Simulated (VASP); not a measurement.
# Sn (I4_1/amd) in VASP: single point with PBE+D4

Aim: the single point of Sn with PBE+D4.

All numbers are computed with VASP 6.6.1; they aren't measurements. Logs are shortened: lines on timing, memory, paths and dates and some standing lists are left out, and cuts for length are marked.

## (1) The cell of the first run

Symmetry: I4_1/amd, No. 141, tetragonal system. The conventional cell has a = 5.839 Å, b = 5.839 Å, c = 3.188 Å, α = 90.00°, β = 90.00°, γ = 90.00°. Sn (site symmetry -4m2) has 10 Sn at 3.03 to 3.77 Å within 4.0 Å.

## (2) Single point, PBE+D4

INCAR

```
SYSTEM = Sn
PREC = Accurate
ENCUT = 520
EDIFF = 1E-6
ISMEAR = 0
SIGMA = 0.1
LREAL = .False.
LASPH = .True.
NELM = 60
ALGO = Normal
ISIF = 2
LWAVE = .False.
LCHARG = .False.
GGA = PE
IVDW = 13
NBANDS = 21
```

KPOINTS

```
regular mesh
0
Gamma
  14 14 14
  0 0 0
```

POSCAR

```
Sn
1.0
   -2.9196400000      2.9196400000      1.5938000000
    2.9196400000     -2.9196400000      1.5938000000
    2.9196400000      2.9196400000     -1.5938000000
Sn
2
Direct
    0.0000000000      0.0000000000      0.0000000000
    0.7500000000      0.2500000000      0.5000000000
```

Potentials or basis: VASP PAW PBE potentials, release 64 (Sn_d).

Launch:

```console
> cat potpaw_PBE.64/Sn_d/POTCAR > POTCAR
> mpirun -np 1 vasp_std > vasp.out
```

OUTCAR:

```text
SYSTEM = Sn
   PREC = Accurate
   ENCUT = 520
   EDIFF = 1E-6
   ISMEAR = 0
   LREAL = .False.
   LASPH = .True.
   NELM = 60
   ISIF = 2
   GGA = PE
   IVDW = 13

 ion  position               nearest neighbor table
   1  0.000  0.000  0.000-   2 3.03   2 3.03   2 3.03   2 3.03
   2  0.750  0.250  0.500-   1 3.03   1 3.03   1 3.03   1 3.03

  LATTYP: Found a body centered tetragonal cell.
 ALAT       =     5.8392800000
 C/A-ratio  =     0.5458892192

  Lattice vectors:

 A1 = (  -2.9196400000,   2.9196400000,   1.5938000000)
 A2 = (   2.9196400000,  -2.9196400000,   1.5938000000)
 A3 = (   2.9196400000,   2.9196400000,  -1.5938000000)

Analysis of symmetry for initial positions (statically):
=====================================================================
 Subroutine PRICEL returns:
 Original cell was already a primitive cell.

 Routine SETGRP: Setting up the symmetry group for a
 body centered tetragonal supercell.

 Subroutine GETGRP returns: Found 16 space group operations
 (whereof  8 operations were pure point group operations)
 out of a pool of 16 trial point group operations.

The static configuration has the point symmetry D_2d.
 The point group associated with its full space group is D_4h.

Analysis of symmetry for dynamics (positions and initial velocities):
=====================================================================
 Subroutine PRICEL returns:
 Original cell was already a primitive cell.

 Routine SETGRP: Setting up the symmetry group for a
 body centered tetragonal supercell.

 Subroutine GETGRP returns: Found 16 space group operations
 (whereof  8 operations were pure point group operations)
 out of a pool of 16 trial point group operations.

The dynamic configuration has the point symmetry D_2d.
 The point group associated with its full space group is D_4h.

 Subroutine INISYM returns: Found 16 space group operations
 (whereof  8 operations are pure point group operations),
 and found     1 'primitive' translations

----------------------------------------------------------------------------------------

                                     Primitive cell

  volume of cell :      54.3441

  direct lattice vectors                    reciprocal lattice vectors
    -2.919640000  2.919640000  1.593800000     0.000000000  0.171253990  0.313715648
     2.919640000 -2.919640000  1.593800000     0.171253990  0.000000000  0.313715648
[... 82 lines left out ...]
   LASPH  =      T    aspherical Exc in radial PAW
   ENCUT  =  520.0 eV  38.22 Ry    6.18 a.u.   8.23  8.23  8.23*2*pi/ulx,y,z
   NELM   =     60;   NELMIN=  2; NELMDL= -5     # of ELM steps
   EDIFF  = 0.1E-05   stopping-criterion for ELM
   LREAL  =      F    real-space projection
   EDIFFG = 0.1E-04   stopping-criterion for IOM
   NSW    =      0    number of steps for IOM
   IBRION =     -1    ionic relax: 0-MD 1-quasi-New 2-CG
   NFREE  =      0    steps in history (QN), initial steepest desc. (CG)
   ISIF   =      2    stress and relaxation
   ISYM   =      2    0-nonsym 1-usesym 2-fastsym
   POTIM  = 0.5000    time-step for ionic-motion
   TEBEG  =    0.0;   TEEND  =   0.0 temperature during run
   PSTRESS=    0.0 pullay stress
   NELECT =      28.0000    total number of electrons
   NUPDOWN=      -1.0000    fix difference up-down
   EMIN   =  10.00;   EMAX   =-10.00  energy-range for DOS
   EFERMI =   0.00;   METHOD = LEGACY
   ISMEAR =     0;   SIGMA  =   0.10  broadening in eV -4-tet -1-fermi 0-gaus
   EFERMI_NEDOS =   21; number of points for ismear=-14 and -15
   IALGO  =     38    algorithm
   IMIX   =      4    mixing-type and parameters
     AMIX     =   0.40;   BMIX     =  1.00
     AMIX_MAG =   1.60;   BMIX_MAG =  1.00
  volume/ion in A,a.u.               =      27.17       183.37
  Fermi-wavevector in a.u.,A,eV,Ry     =   1.312432  2.480136 23.435721  1.722477
  Thomas-Fermi vector in A             =   2.442824
   LORBIT       =      0    0 simple, 1 ext, 2 COOP (PROOUT), +10 PAW based schemes
   GGA     = PE    functional components
   LHFCALC =     F    Hartree Fock is set to
   AEXX    =    0.0000 exact exchange contribution
   IVDW    =    13    specifies the selected vdW correction
   LEPSILON=     F    determine dielectric tensor
   LRPA    =     F    only Hartree local field effects (RPA)
 non-spin polarized calculation
 Gauss-broadening in eV      SIGMA  =   0.10
  energy-cutoff  :      520.00
  volume of cell :       54.34
 maximum number of plane-waves:      1484
 NGX is ok and might be reduce to    36
   NGX = 17   NGY = 17   NGZ = 17

 number of electron      27.9999999 magnetization

 Free energy of the ion-electron system (eV)
  ---------------------------------------------------
  ext. energy  EPLUGINS =         0.00000000
  ---------------------------------------------------
  free energy    TOTEN  =        -7.59180945 eV

  energy without entropy =       -7.58584112  energy(sigma->0) =       -7.58882528

 E-fermi :   7.9516     XC(G=0): -10.2993

 val. band max:        7.9381739586   @ k =   0.2857   0.1429   0.0000
 cond. band min:       7.9572186973   @ k =  -0.2857   0.2857   0.2143
 fundamental gap:      0.0190447386
 Fermi energy:         7.9515697637

 k-point     1 :       0.0000    0.0000    0.0000
  band No.  band energies     occupation
      1     -13.6995      2.00000
      2     -13.6111      2.00000
      3     -13.5734      2.00000
      4     -13.5564      2.00000
      5     -13.4111      2.00000
      6     -13.4111      2.00000
[... 565 lines left out ...]
     20      15.5444      0.00000
     21      16.9583      0.00000

 [... further k-points ...]

------------------------ aborting loop because EDIFF is reached ----------------------------------------

  DFT-D4 for vdW energy calculation

  Edisp (eV):   -0.85316

  FORCE on cell =-STRESS in cart. coord.  units (eV):
  Direction    XX          YY          ZZ          XY          YZ          ZX
  --------------------------------------------------------------------------------------
  -------------------------------------------------------------------------------------
  Total      -0.02270    -0.02270    -0.01861     0.00000     0.00000     0.00000
  in kB      -0.66938    -0.66938    -0.54861     0.00000     0.00000     0.00000
  external pressure =       -0.63 kB  Pullay stress =        0.00 kB

 VOLUME and BASIS-vectors are now :
 -----------------------------------------------------------------------------
  energy-cutoff  :      520.00
  volume of cell :       54.34
      direct lattice vectors                 reciprocal lattice vectors
    -2.919640000  2.919640000  1.593800000     0.000000000  0.171253990  0.313715648
     2.919640000 -2.919640000  1.593800000     0.171253990  0.000000000  0.313715648
     2.919640000  2.919640000 -1.593800000     0.171253990  0.171253990  0.000000000

 POSITION                                       TOTAL-FORCE (eV/Angst)
 -----------------------------------------------------------------------------------
      0.00000      0.00000      0.00000         0.000000      0.000000     -0.000000
     -0.00000      2.91964      0.79690        -0.000000     -0.000000      0.000000
 -----------------------------------------------------------------------------------
    total drift:                               -0.000000      0.000000     -0.000000

  FREE ENERGIE OF THE ION-ELECTRON SYSTEM (eV)
  ---------------------------------------------------
  free  energy   TOTEN  =        -8.4449709027 eV

  energy  without entropy=       -8.4390025733  energy(sigma->0) =       -8.44198674
```

OSZICAR:

```text
N       E                     dE             d eps       ncg     rms          rms(c)
DAV:   1     0.222495961179E+03    0.22250E+03   -0.14385E+04 10375   0.208E+03
DAV:   2     0.152879177145E+02   -0.20721E+03   -0.20297E+03 10328   0.454E+02
DAV:   3    -0.689276615353E+01   -0.22181E+02   -0.22007E+02 11884   0.135E+02
DAV:   4    -0.758378097953E+01   -0.69101E+00   -0.69041E+00 11569   0.262E+01
DAV:   5    -0.761192401652E+01   -0.28143E-01   -0.28142E-01 14526   0.498E+00    0.238E+00
DAV:   6    -0.759587161434E+01    0.16052E-01   -0.31566E-02 13853   0.250E+00    0.133E+00
DAV:   7    -0.759185832333E+01    0.40133E-02   -0.18358E-02 13945   0.193E+00    0.167E-01
DAV:   8    -0.759180398479E+01    0.54339E-04   -0.20256E-03 12573   0.588E-01    0.384E-02
DAV:   9    -0.759181042515E+01   -0.64404E-05   -0.62780E-05 13846   0.720E-02    0.128E-02
DAV:  10    -0.759180944915E+01    0.97599E-06   -0.73779E-06 12954   0.356E-02
   1 F= -.84449709E+01 E0= -.84419867E+01  d E =-.596833E-02
```

stdout:

```text
POSCAR found type information on POSCAR Sn
 POSCAR found :  1 types and       2 ions
 scaLAPACK will be used
 LDA part: xc-table for (Slater+PW92), standard interpolation
 POSCAR, INCAR and KPOINTS ok, starting setup
 FFT: planning ... GRIDC
 FFT: planning ... GRID_SOFT
 FFT: planning ... GRID
 WAVECAR not read
 entering main loop
```

Run time: 3.7 min. Hardware: 1 thread of AMD EPYC 7R43 (Zen 3), shared host; peak memory 0.32 GiB.

Results:

```yaml
Free_energy: -8.4450 eV
Pressure: -0.1 GPa
Band_gap_on_the_k_mesh: zero (bands 14 and 15 overlap by 4.03 eV)
Dispersion_energy_per_atom: -0.427 eV
```

Levels at points of the mesh, in eV from the Fermi level:
| k point | band 10 | band 11 | band 12 | band 13 | band 14 | band 15 | band 16 | band 17 | band 18 | band 19 |
| --- | --- | --- | --- | --- | --- | --- | --- | --- | --- | --- |
| (0.00, 0.00, 0.00) | -21.16 | -11.12 | -3.61 | -1.96 | -1.96 | 2.99 | 6.25 | 6.25 | 6.82 | 6.92 |
| (0.50, 0.00, 0.00) | -21.22 | -6.92 | -5.39 | -2.30 | -1.68 | -1.14 | 2.25 | 2.86 | 4.69 | 7.21 |
| (0.50, 0.50, 0.00) | -21.28 | -8.87 | -8.87 | 0.61 | 0.61 | 1.61 | 1.61 | 5.99 | 5.99 | 9.51 |
| (0.50, 0.50, 0.50) | -21.35 | -7.53 | -7.53 | -4.79 | -4.79 | 5.01 | 5.01 | 9.42 | 9.42 | 12.59 |

Caveat: spin-orbit coupling is left out, which moves the levels of the heavy elements.
